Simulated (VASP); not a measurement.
# CaScC4N4 (P4/mmm) in VASP: further runs

CaScC4N4 is run at these levels: PBE; tasks: single point, relaxation of cell and atoms.

All numbers are computed with VASP 6.6.1; they aren't measurements. Logs are shortened: lines on timing, memory, paths and dates and some standing lists are left out, and cuts for length are marked.

## (1) The cell of the first run

The structure is tetragonal, space group P4/mmm (No. 123). The conventional cell has a = 7.631 Å, b = 7.631 Å, c = 4.045 Å, α = 90.00°, β = 90.00°, γ = 90.00°. Within 2.8 Å of Ca (site symmetry 4/mmm) lie 4 C at 2.11 Å. Sc (site symmetry 4/mmm) has 4 N at 2.12 Å within 2.8 Å. C (site symmetry m2m) has 1 N at 1.17 Å within 1.6 Å. Within 1.6 Å of N (site symmetry m2m) lie 1 C at 1.17 Å.

## (2) Single point, PBE

INCAR reads:

```
PREC = Accurate ; ENCUT = 520
EDIFF = 1E-6 ; ISMEAR = 0
SIGMA = 0.1 ; LREAL = F
LASPH = T ; NELM = 60
ALGO = Normal ; ISIF = 2
LWAVE = F ; LCHARG = F
GGA = PE ; NBANDS = 40
```

KPOINTS reads:

```
Automatic mesh
0
Gamma
  2 2 4
```

POSCAR reads:

```
CaScC4N4
1.0
    7.6310963800      0.0000000000      0.0000000000
    0.0000000000      7.6310963800      0.0000000000
    0.0000000000      0.0000000000      4.0447669200
Ca Sc C N
1 1 4 4
Direct
    0.0000000000      0.0000000000      0.0000000000
    0.5000000000      0.5000000000      0.0000000000
    0.1951445500      0.8048554500      0.0000000000
    0.8048554500      0.1951445500      0.0000000000
    0.1951445500      0.1951445500      0.0000000000
    0.8048554500      0.8048554500      0.0000000000
    0.3035581900      0.6964418100      0.0000000000
    0.6964418100      0.3035581900      0.0000000000
    0.3035581900      0.3035581900      0.0000000000
    0.6964418100      0.6964418100      0.0000000000
```

Potentials or basis: VASP PAW PBE potentials, release 64 (Ca_sv, Sc_sv, C, N).

Command:

```bash
$ cat potpaw_PBE.64/Ca_sv/POTCAR potpaw_PBE.64/Sc_sv/POTCAR potpaw_PBE.64/C/POTCAR potpaw_PBE.64/N/POTCAR > POTCAR
$ mpirun -np 1 vasp_std > vasp.out
```

OUTCAR:

```text
PREC = Accurate
   ENCUT = 520
   EDIFF = 1E-6
   ISMEAR = 0
   LREAL = F
   LASPH = T
   NELM = 60
   ISIF = 2
   GGA = PE

 ion  position               nearest neighbor table
   1  0.000  0.000  0.000-   3 2.11   4 2.11   5 2.11   6 2.11
   2  0.500  0.500  0.000-   7 2.12   8 2.12   9 2.12  10 2.12
   3  0.195  0.805  0.000-   7 1.17   1 2.11
   4  0.805  0.195  0.000-   8 1.17   1 2.11
   5  0.195  0.195  0.000-   9 1.17   1 2.11
   6  0.805  0.805  0.000-  10 1.17   1 2.11
   7  0.304  0.696  0.000-   3 1.17   2 2.12
   8  0.696  0.304  0.000-   4 1.17   2 2.12
   9  0.304  0.304  0.000-   5 1.17   2 2.12
  10  0.696  0.696  0.000-   6 1.17   2 2.12

  LATTYP: Found a simple tetragonal cell.
 ALAT       =     7.6310963800
 C/A-ratio  =     0.5300374571

  Lattice vectors:

 A1 = (   7.6310963800,   0.0000000000,   0.0000000000)
 A2 = (   0.0000000000,   7.6310963800,   0.0000000000)
 A3 = (   0.0000000000,   0.0000000000,   4.0447669200)

Analysis of symmetry for initial positions (statically):
=====================================================================
 Subroutine PRICEL returns:
 Original cell was already a primitive cell.

 Routine SETGRP: Setting up the symmetry group for a
 simple tetragonal supercell.

 Subroutine GETGRP returns: Found 16 space group operations
 (whereof 16 operations were pure point group operations)
 out of a pool of 16 trial point group operations.

The static configuration has the point symmetry D_4h.

Analysis of symmetry for dynamics (positions and initial velocities):
=====================================================================
 Subroutine PRICEL returns:
 Original cell was already a primitive cell.

 Routine SETGRP: Setting up the symmetry group for a
 simple tetragonal supercell.

 Subroutine GETGRP returns: Found 16 space group operations
 (whereof 16 operations were pure point group operations)
 out of a pool of 16 trial point group operations.

The dynamic configuration has the point symmetry D_4h.

 Subroutine INISYM returns: Found 16 space group operations
 (whereof 16 operations are pure point group operations),
 and found     1 'primitive' translations

----------------------------------------------------------------------------------------

                                     Primitive cell

[... 96 lines left out ...]
   ISIF   =      2    stress and relaxation
   ISYM   =      2    0-nonsym 1-usesym 2-fastsym
   POTIM  = 0.5000    time-step for ionic-motion
   TEBEG  =    0.0;   TEEND  =   0.0 temperature during run
   PSTRESS=    0.0 pullay stress
   NELECT =      57.0000    total number of electrons
   NUPDOWN=      -1.0000    fix difference up-down
   EMIN   =  10.00;   EMAX   =-10.00  energy-range for DOS
   EFERMI =   0.00;   METHOD = LEGACY
   ISMEAR =     0;   SIGMA  =   0.10  broadening in eV -4-tet -1-fermi 0-gaus
   EFERMI_NEDOS =   21; number of points for ismear=-14 and -15
   IALGO  =     38    algorithm
   IMIX   =      4    mixing-type and parameters
     AMIX     =   0.40;   BMIX     =  1.00
     AMIX_MAG =   1.60;   BMIX_MAG =  1.00
  volume/ion in A,a.u.               =      23.55       158.95
  Fermi-wavevector in a.u.,A,eV,Ry     =   1.020181  1.927863 14.160532  1.040770
  Thomas-Fermi vector in A             =   2.153736
   LORBIT       =      0    0 simple, 1 ext, 2 COOP (PROOUT), +10 PAW based schemes
   GGA     = PE    functional components
   LHFCALC =     F    Hartree Fock is set to
   AEXX    =    0.0000 exact exchange contribution
   IVDW    =     0    specifies the selected vdW correction
   LEPSILON=     F    determine dielectric tensor
   LRPA    =     F    only Hartree local field effects (RPA)
 non-spin polarized calculation
 Gauss-broadening in eV      SIGMA  =   0.10
  energy-cutoff  :      520.00
  volume of cell :      235.54
 maximum number of plane-waves:      6364
 NGX is ok and might be reduce to    60
   NGX = 29   NGY = 29   NGZ = 15

 number of electron      56.9999994 magnetization

 Free energy of the ion-electron system (eV)
  ---------------------------------------------------
  ext. energy  EPLUGINS =         0.00000000
  ---------------------------------------------------
  free energy    TOTEN  =       -75.59149677 eV

  energy without entropy =      -75.58193046  energy(sigma->0) =      -75.58671362

 E-fermi :   0.2648     XC(G=0):  -6.6531

 val. band max:        0.2063643036   @ k =   0.0000   0.0000   0.5000
 cond. band min:       0.3889631046   @ k =   0.5000   0.0000   0.2500
 fundamental gap:      0.1825988010
 Fermi energy:         0.2648344798

 k-point     1 :       0.0000    0.0000    0.0000
  band No.  band energies     occupation
      1     -50.2914      2.00000
      2     -39.3513      2.00000
      3     -29.0922      2.00000
      4     -28.8936      2.00000
      5     -28.8936      2.00000
      6     -20.7317      2.00000
[... 376 lines left out ...]
     39       3.7294      0.00000
     40       4.9498      0.00000

------------------------ aborting loop because EDIFF is reached ----------------------------------------

  FORCE on cell =-STRESS in cart. coord.  units (eV):
  Direction    XX          YY          ZZ          XY          YZ          ZX
  --------------------------------------------------------------------------------------
  -------------------------------------------------------------------------------------
  Total       23.4616831     23.4616831      0.5527678      0.0000000      0.0000000     -0.0000000
  in kB      159.5887851    159.5887851      3.7599832      0.0000000      0.0000000     -0.0000000
  external PRESSURE =     107.6458511 kB  Pullay stress =       0.0000000 kB

 VOLUME and BASIS-vectors are now :
 -----------------------------------------------------------------------------
  energy-cutoff  :      520.00
  volume of cell :      235.54
      direct lattice vectors                 reciprocal lattice vectors
     7.631096380  0.000000000  0.000000000     0.131042769  0.000000000  0.000000000
     0.000000000  7.631096380  0.000000000     0.000000000  0.131042769  0.000000000
     0.000000000  0.000000000  4.044766920     0.000000000  0.000000000  0.247233035

 POSITION                                       TOTAL-FORCE (eV/Angst)
 -----------------------------------------------------------------------------------
      0.00000      0.00000      0.00000         0.000000     -0.000000     -0.000000
      3.81555      3.81555      0.00000         0.000000     -0.000000     -0.000000
      1.48917      6.14193      0.00000         2.299243     -2.299243     -0.000000
      6.14193      1.48917      0.00000        -2.299243      2.299243      0.000000
      1.48917      1.48917      0.00000         2.299243      2.299243     -0.000000
      6.14193      6.14193      0.00000        -2.299243     -2.299243     -0.000000
      2.31648      5.31461      0.00000         0.493489     -0.493489      0.000000
      5.31461      2.31648      0.00000        -0.493489      0.493489     -0.000000
      2.31648      2.31648      0.00000         0.493489      0.493489     -0.000000
      5.31461      5.31461      0.00000        -0.493489     -0.493489      0.000000
 -----------------------------------------------------------------------------------
    total drift:                                0.000000      0.000000      0.000000

  FREE ENERGIE OF THE ION-ELECTRON SYSTEM (eV)
  ---------------------------------------------------
  free  energy   TOTEN  =       -75.5914967749 eV

  energy  without entropy=      -75.5819304600  energy(sigma->0) =      -75.58671362
```

stdout:

```text
POSCAR found type information on POSCAR CaScC N
 POSCAR found :  4 types and      10 ions
 scaLAPACK will be used
 LDA part: xc-table for (Slater+PW92), standard interpolation
 POSCAR, INCAR and KPOINTS ok, starting setup
 FFT: planning ... GRIDC
 FFT: planning ... GRID_SOFT
 FFT: planning ... GRID
 WAVECAR not read
 entering main loop
```

It took 96 s on 1 thread of Intel Xeon Platinum 8559C (Emerald Rapids), shared host; peak memory 0.36 GiB.

What came out:

```
Free energy            : -75.5915 eV
Pressure               : 10.8 GPa
Largest force          : 3.252 eV/Å
Band gap on the k mesh : zero (an odd number of electrons rules out a gap without spin polarisation)
```

Forces on the atoms (eV/Å):
```
Ca   0.000  0.000  0.000
Sc   0.000  0.000  0.000
C    2.299 -2.299  0.000
C   -2.299  2.299  0.000
C    2.299  2.299  0.000
C   -2.299 -2.299  0.000
N    0.493 -0.493  0.000
N   -0.493  0.493  0.000
N    0.493  0.493  0.000
N   -0.493 -0.493  0.000
```

Caveat: the k points lie up to 0.41 Å⁻¹ apart, too coarse for converged energies and pressures of a metal; an odd number of electrons without spin polarisation forces a metal; a magnetic or distorted state may lie lower.

## (3) Single point, PBE

This run uses another cell than the first one, of 28.86 Å³/atom.

INCAR reads:

```
SYSTEM = CaScC4N4
PREC = Accurate
ENCUT = 520
EDIFF = 1E-6
ISMEAR = 0
SIGMA = 0.1
LREAL = .FALSE.
LASPH = .TRUE.
NELM = 80
ALGO = Normal
ISIF = 2
LWAVE = .FALSE.
LCHARG = .FALSE.
GGA = PE
NBANDS = 40
```

KPOINTS reads:

```
regular mesh
0
G
  2 2 4
  0 0 0
```

POSCAR reads:

```
CaScC4N4
1.0
    8.2699468277      0.0000000000      0.0000000000
    0.0000000000      8.2699468277      0.0000000000
    0.0000000000      0.0000000000      4.2190875122
Ca Sc C N
1 1 4 4
Direct
    0.0000000000      0.0000000000      0.0000000000
    0.5000000000      0.5000000000      0.0000000000
    0.2136434254      0.7863565746      0.0000000000
    0.7863565746      0.2136434254      0.0000000000
    0.2136434254      0.2136434254      0.0000000000
    0.7863565746      0.7863565746      0.0000000000
    0.3138734041      0.6861265959      0.0000000000
    0.6861265959      0.3138734041      0.0000000000
    0.3138734041      0.3138734041      0.0000000000
    0.6861265959      0.6861265959      0.0000000000
```

Potentials or basis: VASP PAW PBE potentials, release 64 (Ca_sv, Sc_sv, C, N).

Command:

```bash
$ cat potpaw_PBE.64/Ca_sv/POTCAR potpaw_PBE.64/Sc_sv/POTCAR potpaw_PBE.64/C/POTCAR potpaw_PBE.64/N/POTCAR > POTCAR
$ mpirun -np 1 vasp_std > vasp.out
```

It took 2 min on 1 thread of Intel Xeon Platinum 8559C (Emerald Rapids), shared host; peak memory 0.4 GiB.

Results (log left out):

- Free energy: -78.4451 eV
- Pressure: 0.3 GPa
- Largest force: 0.371 eV/Å
- Band gap on the k mesh: zero (an odd number of electrons rules out a gap without spin polarisation)

Forces in eV/Å, atoms in the order of the input:
```
Ca   0.000  0.000  0.000
Sc   0.000  0.000  0.000
C   -0.262  0.262  0.000
C    0.262 -0.262  0.000
C   -0.262 -0.262  0.000
C    0.262  0.262  0.000
N    0.248 -0.248  0.000
N   -0.248  0.248  0.000
N    0.248  0.248  0.000
N   -0.248 -0.248  0.000
```

Stress tensor (GPa, compression positive):
```
0.46 0.00 0.00
0.00 0.46 0.00
0.00 0.00 0.06
```

Levels at points of the mesh, in eV from the Fermi level:
| k point | band 25 | band 26 | band 27 | band 28 | band 29 | band 30 | band 31 | band 32 |
| --- | --- | --- | --- | --- | --- | --- | --- | --- |
| (0.00, 0.00, 0.00) | -4.88 | -4.68 | -4.57 | -4.57 | -0.50 | -0.05 | 0.37 | 0.77 |
| (0.50, 0.00, 0.00) | -4.94 | -4.82 | -4.60 | -4.57 | -0.50 | 0.37 | 0.55 | 0.83 |
| (0.50, 0.50, 0.00) | -4.96 | -4.95 | -4.36 | -4.36 | -0.50 | 0.37 | 0.77 | 0.77 |
| (0.00, 0.00, 0.50) | -4.79 | -4.66 | -4.40 | -4.40 | 0.09 | 0.13 | 0.13 | 0.35 |
| (0.50, 0.00, 0.50) | -4.87 | -4.65 | -4.52 | -4.47 | 0.02 | 0.49 | 0.51 | 0.63 |
| (0.50, 0.50, 0.50) | -4.92 | -4.87 | -4.23 | -4.23 | 0.14 | 0.14 | 0.81 | 0.83 |

Caveat: the k points lie up to 0.38 Å⁻¹ apart, too coarse for converged energies and pressures of a metal; an odd number of electrons without spin polarisation forces a metal; a magnetic or distorted state may lie lower.

## (4) Relaxation of cell and atoms, PBE

INCAR reads:

```
SYSTEM = CaScC4N4
PREC = Accurate
ENCUT = 600
EDIFF = 1E-6
ISMEAR = 0
SIGMA = 0.1
LREAL = .FALSE.
LASPH = .TRUE.
NELM = 60
ALGO = Normal
ISIF = 3
LWAVE = .FALSE.
LCHARG = .FALSE.
GGA = PE
IBRION = 2
NSW = 90
EDIFFG = -0.04
```

KPOINTS reads:

```
Automatic mesh
0
G
  2 2 4
  0 0 0
```

POSCAR reads:

```
CaScC4N4
1.0
    7.6310963800      0.0000000000      0.0000000000
    0.0000000000      7.6310963800      0.0000000000
    0.0000000000      0.0000000000      4.0447669200
Ca Sc C N
1 1 4 4
Direct
    0.0000000000      0.0000000000      0.0000000000
    0.5000000000      0.5000000000      0.0000000000
    0.1951445500      0.8048554500      0.0000000000
    0.8048554500      0.1951445500      0.0000000000
    0.1951445500      0.1951445500      0.0000000000
    0.8048554500      0.8048554500      0.0000000000
    0.3035581900      0.6964418100      0.0000000000
    0.6964418100      0.3035581900      0.0000000000
    0.3035581900      0.3035581900      0.0000000000
    0.6964418100      0.6964418100      0.0000000000
```

Command:

```bash
$ cat potpaw_PBE.64/Ca_sv/POTCAR potpaw_PBE.64/Sc_sv/POTCAR potpaw_PBE.64/C/POTCAR potpaw_PBE.64/N/POTCAR > POTCAR
$ mpirun -np 1 vasp_std > vasp.out
```

Wall time 24 min (1 thread of Intel Xeon Platinum 8559C (Emerald Rapids), shared host); peak memory 0.44 GiB.

The run converged. Its results:

* Free energy: -78.4249 eV
* Relaxed volume: 27.95 Å³/atom
* Relaxed cell: a = 8.262 Å, b = 8.262 Å, c = 4.095 Å, α = 90.00°, β = 90.00°, γ = 90.00°
* Space group after relaxing (to 0.1 Å): P4/mmm (No. 123)
* Energy gained by relaxing: 281.9 meV/atom
* Ionic steps: 19
* Pressure after relaxing: 0.2 GPa
* Largest force after relaxing: 0.014 eV/Å
* Band gap on the k mesh: zero (an odd number of electrons rules out a gap without spin polarisation)

Forces on the atoms (eV/Å):
```
Ca   0.000  0.000  0.000
Sc   0.000  0.000  0.000
C    0.006 -0.006  0.000
C   -0.006  0.006  0.000
C    0.006  0.006  0.000
C   -0.006 -0.006  0.000
N   -0.010  0.010  0.000
N    0.010 -0.010  0.000
N   -0.010 -0.010  0.000
N    0.010  0.010  0.000
```

The path:
```csv
step,energy change (eV),largest force (eV/Å),pressure (GPa),volume (Å³)
1,0.0000,3.2762,10.70,235.54
2,-2.4916,2.1034,-0.69,292.29
3,-2.5888,1.8494,0.58,280.31
4,-0.3878,8.7967,-8.90,290.31
5,-2.6283,0.8884,-0.92,281.35
6,-2.6290,0.7248,-0.76,281.23
7,-2.7366,0.5896,-0.42,278.85
8,-2.8051,0.3269,0.40,274.81
9,-2.8057,0.3517,0.31,275.17
10,-2.7008,2.6257,2.43,277.11
11,-2.8085,0.1583,0.60,275.45
12,-2.8168,0.0699,-0.07,279.99
13,-2.8170,0.0821,0.02,279.36
14,-2.8167,0.2954,-0.19,279.54
15,-2.8173,0.1195,-0.07,279.43
16,-2.8177,0.1064,-0.04,279.44
17,-2.8185,0.0639,0.05,279.46
18,-2.8188,0.0213,0.23,279.48
19,-2.8189,0.0141,0.17,279.47
```

Final structure:
```
Ca Sc C N
1.0
     8.26150    0.00000    0.00000
     0.00000    8.26150    0.00000
     0.00000    0.00000    4.09472
Ca Sc C N
1 1 4 4
Cartesian
  0.0000 0.0000 0.0000
  4.1308 4.1308 0.0000
  1.7620 6.4995 0.0000
  6.4995 1.7620 0.0000
  1.7620 1.7620 0.0000
  6.4995 6.4995 0.0000
  2.5930 5.6685 0.0000
  5.6685 2.5930 0.0000
  2.5930 2.5930 0.0000
  5.6685 5.6685 0.0000
```

Levels at points of the mesh, in eV from the Fermi level:
| k point | band 24 | band 25 | band 26 | band 27 | band 28 | band 29 | band 30 | band 31 | band 32 | band 33 |
| --- | --- | --- | --- | --- | --- | --- | --- | --- | --- | --- |
| (0.00, 0.00, 0.00) | -4.87 | -4.81 | -4.63 | -4.55 | -4.55 | -0.54 | -0.04 | 0.32 | 0.86 | 0.86 |
| (0.50, 0.00, 0.00) | -4.93 | -4.85 | -4.80 | -4.57 | -4.53 | -0.54 | 0.33 | 0.58 | 0.92 | 1.00 |
| (0.50, 0.50, 0.00) | -4.97 | -4.92 | -4.86 | -4.33 | -4.33 | -0.54 | 0.32 | 0.80 | 0.86 | 0.86 |
| (0.00, 0.00, 0.50) | -4.95 | -4.75 | -4.59 | -4.35 | -4.35 | 0.10 | 0.10 | 0.13 | 0.32 | 1.69 |
| (0.50, 0.00, 0.50) | -4.94 | -4.81 | -4.59 | -4.47 | -4.42 | 0.00 | 0.46 | 0.48 | 0.67 | 0.97 |
| (0.50, 0.50, 0.50) | -5.14 | -4.86 | -4.83 | -4.18 | -4.18 | 0.12 | 0.12 | 0.83 | 0.86 | 1.28 |

Caveat: the k points lie up to 0.38 Å⁻¹ apart in the final cell, too coarse for converged energies and pressures of a metal; the volume moved by over 15 % at a fixed basis, so the end points are rough; an odd number of electrons without spin polarisation forces a metal; a magnetic or distorted state may lie lower.

[end of part 1 of 2]

The gap in the log of VASP goes by the Fermi energy; the results here count the filled bands.